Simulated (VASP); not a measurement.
# AlSnI5 (P1) in VASP: single point with PBEsol

Aim: the single point of AlSnI5 with PBEsol.

Program: VASP 6.6.1. These are calculated values, not measurements. Logs are shortened: lines on timing, memory, paths and dates and some standing lists are left out, and cuts for length are marked.

## (1) The cell of the first run

The typed cell holds 7 atoms: a = 7.148 Å, b = 6.751 Å, c = 7.465 Å, α = 68.56°, β = 109.32°, γ = 108.77°.

## (2) Single point, PBEsol

INCAR reads:

```
SYSTEM = AlSnI5
  PREC = Accurate
  ENCUT = 520
  EDIFF = 1E-6
  ISMEAR = -1
  SIGMA = 0.05
  LREAL = .FALSE.
  LASPH = .TRUE.
  NELM = 60
  ALGO = Normal
  ISIF = 2
  LWAVE = .FALSE.
  LCHARG = .FALSE.
  GGA = PS
  NBANDS = 35
```

KPOINTS reads:

```
Automatic mesh
0
G
  4 4 2
  0 0 0
```

POSCAR reads:

```
AlSnI5
1.0
    7.0056138064     -1.0722837245     -0.9267789391
   -1.0723701931      6.5857987392      1.0287221048
   -1.3450241289      1.4534300050      7.1971847001
Al Sn I
1 1 5
Direct
    0.8406359354      0.6948132888      0.0941668545
   -0.1770984272     -0.0374242939      0.5354070334
    0.0569267166      0.4858925235      0.4091068464
   -0.3043482767      0.4924722147      0.8297600488
    0.5525890399     -0.2287872330      0.1687974799
    0.4729496066      0.0782938219      0.5148464203
    0.0708233791      0.0594304923     -0.0503874617
```

Potentials or basis: VASP PAW PBE potentials, release 64 (Al, Sn_d, I).

Launch:

```bash
$ cat potpaw_PBE.64/Al/POTCAR potpaw_PBE.64/Sn_d/POTCAR potpaw_PBE.64/I/POTCAR > POTCAR
$ mpirun -np 1 vasp_std > vasp.out
```

OUTCAR:

```text
SYSTEM = AlSnI5
   PREC = Accurate
   ENCUT = 520
   EDIFF = 1E-6
   ISMEAR = -1
   LREAL = .FALSE.
   LASPH = .TRUE.
   NELM = 60
   ISIF = 2
   GGA = PS

 ion  position               nearest neighbor table
   1  0.841  0.695  0.094-   5 2.54   3 2.55   4 2.56   7 2.56
   2  0.823  0.963  0.535-   6 2.79   4 3.18   7 3.20   5 3.22   3 3.31
   3  0.057  0.486  0.409-   1 2.55   2 3.31
   4  0.696  0.492  0.830-   1 2.56   2 3.18
   5  0.553  0.771  0.169-   1 2.54   2 3.22
   6  0.473  0.078  0.515-   2 2.79
   7  0.071  0.059  0.950-   1 2.56   2 3.20

  LATTYP: Found a triclinic cell.
 ALAT       =     8.0290397796
 B/A-ratio  =     1.9385825350
 C/A-ratio  =     0.9297065803
 COS(alpha) =     0.0106128908
 COS(beta)  =     0.6223973704
 COS(gamma) =     0.7161996445

  Lattice vectors:

 A1 = (  -0.2726539358,  -5.1323687342,   6.1684625953)
 A2 = (   7.8053300637, -12.7904511979,   4.2129615514)
 A3 = (  -1.3450241289,   1.4534300050,   7.1971847001)

Analysis of symmetry for initial positions (statically):
=====================================================================
 Subroutine PRICEL returns:
 Original cell was already a primitive cell.

 Routine SETGRP: Setting up the symmetry group for a
 triclinic supercell.

 Subroutine GETGRP returns: Found  1 space group operations
 (whereof  1 operations were pure point group operations)
 out of a pool of  2 trial point group operations.

The static configuration has the point symmetry C_1 .

Analysis of symmetry for dynamics (positions and initial velocities):
=====================================================================
 Subroutine PRICEL returns:
 Original cell was already a primitive cell.

 Routine SETGRP: Setting up the symmetry group for a
 triclinic supercell.

 Subroutine GETGRP returns: Found  1 space group operations
 (whereof  1 operations were pure point group operations)
 out of a pool of  2 trial point group operations.

The dynamic configuration has the point symmetry C_1 .

 Subroutine INISYM returns: Found  1 space group operations
 (whereof  1 operations are pure point group operations),
 and found     1 'primitive' translations

----------------------------------------------------------------------------------------

                                     Primitive cell

  volume of cell :     308.0287

  direct lattice vectors                    reciprocal lattice vectors
     7.005613806 -1.072283725 -0.926778939     0.149025185  0.020564286  0.023697283
    -1.072370193  6.585798739  1.028722105     0.020681241  0.159641475 -0.028373725
    -1.345024129  1.453430005  7.197184700     0.016233869 -0.020170132  0.146050277

  length of vectors
     7.147540583  6.751369641  7.464651117     0.152292340  0.163456975  0.148327530

  position of ions in fractional coordinates (direct lattice)
     0.840635935  0.694813289  0.094166855
     0.822901573  0.962575706  0.535407033
     0.056926717  0.485892523  0.409106846
     0.695651723  0.492472215  0.829760049
     0.552589040  0.771212767  0.168797480
     0.472949607  0.078293822  0.514846420
     0.070823379  0.059430492  0.949612538

  ion indices of the primitive-cell ions
   primitive index   ion index
                 1           1
                 2           2
                 3           3
                 4           4
                 5           5
                 6           6
                 7           7

----------------------------------------------------------------------------------------

 KPOINTS: Automatic mesh

Automatic generation of k-mesh.
 Grid dimensions read from file:
 generate k-points for:    4    4    2

 Generating k-lattice:

  Cartesian coordinates                     Fractional coordinates (reciprocal lattice)
     0.037256296  0.005141071  0.005924321     0.250000000 -0.000000000  0.000000000
     0.005170310  0.039910369 -0.007093431     0.000000000  0.250000000  0.000000000
     0.008116934 -0.010085066  0.073025139     0.000000000 -0.000000000  0.500000000

  Length of vectors
     0.038073085  0.040864244  0.074163765

  Shift w.r.t. Gamma in fractional coordinates (k-lattice)
     0.000000000  0.000000000  0.000000000

 Subroutine IBZKPT returns following result:
 ===========================================

 Found     20 irreducible k-points:

 Following reciprocal coordinates:
            Coordinates               Weight
  0.000000  0.000000  0.000000      1.000000
  0.250000 -0.000000 -0.000000      2.000000
  0.500000 -0.000000 -0.000000      1.000000
  0.000000  0.250000  0.000000      2.000000
  0.250000  0.250000  0.000000      2.000000
  0.500000  0.250000  0.000000      2.000000
[... 12 lines left out ...]
  0.250000  0.500000  0.500000      2.000000
  0.500000  0.500000  0.500000      1.000000
   k-points           NKPTS =     20   k-points in BZ     NKDIM =     20   number of bands    NBANDS=     35
   number of dos      NEDOS =    301   number of ions     NIONS =      7
   total plane-waves  NPLWV = 151200
   dimension x,y,z NGX =    54 NGY =   50 NGZ =   56
   dimension x,y,z NGXF=   108 NGYF=  100 NGZF=  112
   ions per type =               1   1   5
   NGX,Y,Z   is equivalent  to a cutoff of  12.56, 12.31, 12.47 a.u.
   NGXF,Y,Z  is equivalent  to a cutoff of  25.12, 24.62, 24.94 a.u.
 SYSTEM =  AlSnI5
   PREC   = accura    normal or accurate (medium, high low for compatibility)
   ISTART =      0    job   : 0-new  1-cont  2-samecut
   ICHARG =      2    charge: 1-file 2-atom 10-const
   ISPIN  =      1    spin polarized calculation?
   LNONCOLLINEAR =      F non collinear calculations
   LSORBIT =      F    spin-orbit coupling
   LASPH  =      T    aspherical Exc in radial PAW
   ENCUT  =  520.0 eV  38.22 Ry    6.18 a.u.  13.29 12.55 13.88*2*pi/ulx,y,z
   NELM   =     60;   NELMIN=  2; NELMDL= -5     # of ELM steps
   EDIFF  = 0.1E-05   stopping-criterion for ELM
   LREAL  =      F    real-space projection
   EDIFFG = 0.1E-04   stopping-criterion for IOM
   NSW    =      0    number of steps for IOM
   IBRION =     -1    ionic relax: 0-MD 1-quasi-New 2-CG
   NFREE  =      0    steps in history (QN), initial steepest desc. (CG)
   ISIF   =      2    stress and relaxation
   ISYM   =      2    0-nonsym 1-usesym 2-fastsym
   POTIM  = 0.5000    time-step for ionic-motion
   TEBEG  =    0.0;   TEEND  =   0.0 temperature during run
   PSTRESS=    0.0 pullay stress
   NELECT =      52.0000    total number of electrons
   NUPDOWN=      -1.0000    fix difference up-down
   EMIN   =  10.00;   EMAX   =-10.00  energy-range for DOS
   EFERMI =   0.00;   METHOD = LEGACY
   ISMEAR =    -1;   SIGMA  =   0.05  broadening in eV -4-tet -1-fermi 0-gaus
   EFERMI_NEDOS =   21; number of points for ismear=-14 and -15
   IALGO  =     38    algorithm
   IMIX   =      4    mixing-type and parameters
     AMIX     =   0.40;   BMIX     =  1.00
     AMIX_MAG =   1.60;   BMIX_MAG =  1.00
  volume/ion in A,a.u.               =      44.00       296.95
  Fermi-wavevector in a.u.,A,eV,Ry     =   0.904785  1.709796 11.138226  0.818636
  Thomas-Fermi vector in A             =   2.028274
   LORBIT       =      0    0 simple, 1 ext, 2 COOP (PROOUT), +10 PAW based schemes
   GGA     = PS    functional components
   LHFCALC =     F    Hartree Fock is set to
   AEXX    =    0.0000 exact exchange contribution
   IVDW    =     0    specifies the selected vdW correction
   LEPSILON=     F    determine dielectric tensor
   LRPA    =     F    only Hartree local field effects (RPA)
 non-spin polarized calculation
  energy-cutoff  :      520.00
  volume of cell :      308.03
 maximum number of plane-waves:      8342
 NGX is ok and might be reduce to    54
   NGX = 27   NGY = 25   NGZ = 27

 number of electron      52.0000002 magnetization

 Free energy of the ion-electron system (eV)
  ---------------------------------------------------
  ext. energy  EPLUGINS =         0.00000000
  ---------------------------------------------------
  free energy    TOTEN  =       -20.87021766 eV

  energy without entropy =      -20.87021766  energy(sigma->0) =      -20.87021766

 E-fermi :   2.6100     XC(G=0):  -7.6474

 val. band max:        1.4317463606   @ k =   0.2500  -0.0000  -0.0000
 cond. band min:       4.2419548574   @ k =   0.5000   0.2500   0.5000
 fundamental gap:      2.8102084968
 Fermi energy:         2.6099520360

 k-point     1 :       0.0000    0.0000    0.0000
  band No.  band energies     occupation
      1     -19.1007      2.00000
      2     -19.0972      2.00000
      3     -19.0341      2.00000
      4     -19.0270      2.00000
      5     -19.0186      2.00000
      6     -10.9034      2.00000
[... 27 lines left out ...]
     34       7.2736      0.00000
     35       7.9112      0.00000

 k-point     2 :       0.2500   -0.0000   -0.0000
  band No.  band energies     occupation
      1     -19.1007      2.00000
      2     -19.0972      2.00000
      3     -19.0341      2.00000
      4     -19.0270      2.00000
      5     -19.0186      2.00000
      6     -10.8534      2.00000
[... 27 lines left out ...]
     34       7.5672      0.00000
     35       8.0281      0.00000

 k-point     3 :       0.5000   -0.0000   -0.0000
  band No.  band energies     occupation
      1     -19.1007      2.00000
      2     -19.0972      2.00000
      3     -19.0341      2.00000
      4     -19.0270      2.00000
      5     -19.0186      2.00000
      6     -10.7898      2.00000
[... 27 lines left out ...]
     34       7.7732      0.00000
     35       7.9116      0.00000
[... 571 lines left out ...]
 k-point    19 :       0.2500    0.5000    0.5000
  band No.  band energies     occupation
      1     -19.1008      2.00000
      2     -19.0972      2.00000
      3     -19.0341      2.00000
      4     -19.0270      2.00000
      5     -19.0186      2.00000
      6     -10.7126      2.00000
[... 27 lines left out ...]
     34       7.8393      0.00000
     35       8.0258      0.00000

 k-point    20 :       0.5000    0.5000    0.5000
  band No.  band energies     occupation
      1     -19.1008      2.00000
      2     -19.0972      2.00000
      3     -19.0341      2.00000
      4     -19.0270      2.00000
      5     -19.0186      2.00000
      6     -10.6972      2.00000
[... 27 lines left out ...]
     34       7.6207      0.00000
     35       8.0321      0.00000

------------------------ aborting loop because EDIFF is reached ----------------------------------------

  FORCE on cell =-STRESS in cart. coord.  units (eV):
  Direction    XX          YY          ZZ          XY          YZ          ZX
  --------------------------------------------------------------------------------------
  -------------------------------------------------------------------------------------
  Total        0.0713882      0.0504042      0.0506527      0.0099681     -0.0131825     -0.0053681
  in kB        0.3713177      0.2621720      0.2634647      0.0518477     -0.0685674     -0.0279214
  external PRESSURE =       0.2989848 kB  Pullay stress =       0.0000000 kB

 VOLUME and BASIS-vectors are now :
 -----------------------------------------------------------------------------
  energy-cutoff  :      520.00
  volume of cell :      308.03
      direct lattice vectors                 reciprocal lattice vectors
     7.005613806 -1.072283725 -0.926778939     0.149025185  0.020564286  0.023697283
    -1.072370193  6.585798739  1.028722105     0.020681241  0.159641475 -0.028373725
    -1.345024129  1.453430005  7.197184700     0.016233869 -0.020170132  0.146050277

 POSITION                                       TOTAL-FORCE (eV/Angst)
 -----------------------------------------------------------------------------------
      5.01742      3.81137      0.61342        -0.001229     -0.002756      0.000813
      4.01256      6.23512      4.08100         0.013478      0.002028     -0.001626
     -0.67251      3.73356      3.39151         0.009409     -0.007619      0.011884
      3.22931      3.70339      5.83384        -0.004213     -0.006059     -0.005730
      2.81716      4.73186      1.49610        -0.017688      0.002669      0.000822
      2.53686      0.75678      3.34767        -0.010162      0.000201     -0.000830
     -0.84482      1.69565      6.83004         0.010405      0.011537     -0.005333
 -----------------------------------------------------------------------------------
    total drift:                               -0.000085      0.000701      0.000143

  FREE ENERGIE OF THE ION-ELECTRON SYSTEM (eV)
  ---------------------------------------------------
  free  energy   TOTEN  =       -20.8702176565 eV

  energy  without entropy=      -20.8702176564  energy(sigma->0) =      -20.87021766
```

Run time: 8.4 min. Hardware: 1 thread of Intel Xeon 8259CL, shared host; peak memory 0.49 GiB.

Results:

```
Free energy            : -20.8702 eV
Pressure               : 0.0 GPa
Largest force          : 0.018 eV/Å
Band gap on the k mesh : 2.81 eV (least direct gap 2.85 eV)
```

Forces in eV/Å, atoms in the order of the input:
```
Al  -0.001 -0.003  0.001
Sn   0.013  0.002 -0.002
I    0.009 -0.008  0.012
I   -0.004 -0.006 -0.006
I   -0.018  0.003  0.001
I   -0.010  0.000 -0.001
I    0.010  0.012 -0.005
```

Caveat: the k points lie up to 0.43 Å⁻¹ apart; the PAW data sets were made with another functional, which shifts forces and pressure a little; spin-orbit coupling is left out, which moves the levels of the heavy elements.
